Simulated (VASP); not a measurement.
Crystal: CaSn3N2.

```
Ca Sn N
1.0
     6.45940    0.00000    0.00000
    -3.22970    5.59400    0.00000
     0.00000    0.00000    3.62130
Ca Sn N
1 3 2
Cartesian
  0.0000 0.0000 1.8106
  -1.6148 2.7970 0.0000
  3.2297 0.0000 0.0000
  1.6148 2.7970 0.0000
  0.0000 3.7293 1.8106
  3.2297 1.8647 1.8106
```

The cell was generated, and may not be a known phase.

| Property | Result |
| --- | --- |
| Program | VASP 6.6.1 |
| Task | relaxation of cell and atoms |
| Functional | PBE |
| Potentials or basis | VASP PAW PBE potentials, release 64 (Ca_sv, Sn_d, N) |
| Cutoff | 600 eV |
| k mesh | 3 × 3 × 6 |
| Occupations | gaussian, width 0.1 eV |
| Spin | no spin polarisation |

At the start: pressure -5.5 GPa; volume 21.81 Å³/atom.

Task: Where does the relaxation end?

Result: Over 10 steps the energy falls by 44.5 meV/atom and the volume is 19.71 Å³/atom (-9.6 %); space group P6/mmm (No. 191, to 0.1 Å) before and after.

Step by step:
```tsv
step	energy change (eV)	largest force (eV/Å)	pressure (GPa)	volume (Å³)
1	0.0000	0.0000	-5.49	130.85
2	-0.2335	0.0000	0.71	117.20
3	-0.2358	0.0000	0.03	118.32
4	-0.2422	0.0000	0.04	118.19
5	-0.2616	0.0000	0.27	117.76
6	-0.2299	0.0000	1.42	116.74
7	-0.2653	0.0000	0.44	117.56
8	-0.2655	0.0000	0.50	117.50
9	-0.2643	0.0000	-0.61	119.38
10	-0.2668	0.0000	0.04	118.28
```

Final structure:
```
CELL_PARAMETERS angstrom
6.36227 0.00000 0.00000
-3.18113 5.50989 0.00000
0.00000 0.00000 3.37402
ATOMIC_POSITIONS crystal
Ca 0.00000 0.00000 0.50000
Sn 0.00000 0.50000 0.00000
Sn 0.50000 0.00000 0.00000
Sn 0.50000 0.50000 0.00000
N 0.33333 0.66667 0.50000
N 0.66667 0.33333 0.50000
```

Caveat: the k points lie up to 0.38 Å⁻¹ apart in the final cell, too coarse for converged energies and pressures of a metal.
